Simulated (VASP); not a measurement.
## Al7C: single point with PBE

Crystal: Al7C.

```
Al C
1.0
     0.00000    3.93246    3.93246
     3.93246    0.00000    3.93246
     3.93246    3.93246    0.00000
Al C
7 1
Direct
  0.50000 0.50000 0.50000
  0.50000 0.00000 0.00000
  0.50000 0.00000 0.50000
  0.00000 0.50000 0.50000
  0.00000 0.50000 0.00000
  0.50000 0.50000 0.00000
  0.00000 0.00000 0.50000
  0.00000 0.00000 0.00000
```

- Program: VASP 6.6.1
- Task: single point
- Functional: PBE
- Potentials or basis: VASP PAW PBE potentials, release 64 (Al, C)
- Cutoff: 520 eV
- k mesh: 4 × 4 × 4
- Occupations: gaussian, width 0.1 eV
- Spin: no spin polarisation
- Dipole correction: no
- Further INCAR settings: ALGO = Normal; EDIFF = 1e-06; NBANDS = 22

```json
{"Pressure": "0.0 GPa"}
```

Levels at points of the mesh, in eV from the Fermi level:
```csv
k point,band 8,band 9,band 10,band 11,band 12,band 13,band 14,band 15,band 16,band 17
"(0.00, 0.00, 0.00)",-4.32,-4.32,-3.34,-3.34,-3.34,-2.66,-1.24,-1.24,2.96,2.96
"(0.50, 0.00, 0.00)",-5.26,-2.23,-1.74,-1.19,-1.19,-0.32,-0.32,1.97,2.17,2.60
"(0.50, 0.50, 0.00)",-1.74,-1.74,-1.19,-0.80,-0.80,0.36,0.56,1.23,1.68,1.72
```

It took 22 s on 1 thread of Intel(R) Xeon(R) Platinum 8375C CPU @ 2.90GHz (Ice Lake), with other jobs on the host, peak memory 0.24 GiB.
